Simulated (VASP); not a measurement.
Runs of VASP 6.6.1 on Cr. The structure is that of space group P6/mmm (No. 191), or close to it. The cells are those of the table. This isn't the form of Cr at room conditions, which is bcc.

| spin | cell | k mesh | smearing | gap on the mesh (eV) | pressure (GPa) |
| --- | --- | --- | --- | --- | --- |
| off | a = 4.368, b = 4.368, c = 2.357 Å, angles 90.0, 90.0, 120.0°, 3 atoms | 10 × 10 × 15 | fermi-dirac 0.1 eV | none | -22.3 |
| off | a = 4.030, b = 4.030, c = 2.175 Å, angles 90.0, 90.0, 120.0°, 3 atoms | 10 × 10 × 15 | fermi-dirac 0.1 eV | none | 44.1 |
| off | a = 4.261, b = 4.261, c = 2.299 Å, angles 90.0, 90.0, 120.0°, 3 atoms | 10 × 10 × 15 | fermi-dirac 0.1 eV | none | (b) |
| off | a = 4.090, b = 4.090, c = 2.207 Å, angles 90.0, 90.0, 120.0°, 3 atoms | 10 × 10 × 15 | fermi-dirac 0.1 eV | none | 26.7 |
| collinear, ferromagnetic start | a = 3.952, b = 3.952, c = 2.386 Å, angles 90.0, 90.0, 120.0°, 3 atoms | 10 × 10 × 14 | fermi-dirac 0.05 eV | none | (a) |

Alike in all rows: task single point; level r2SCAN; potentials or basis VASP PAW PBE potentials, release 64 (Cr_pv); cutoff (eV) 520.

Q: Fill in the values left out.

A: (a) 25.5; (b) -8.4.

Caveats: the PAW data sets were made with another functional, which shifts forces and pressure a little; the cell stands under pressure (at least some runs); the cell stands under tension (at least some runs).

A gap of «none» marks levels without a gap at the run's occupations.
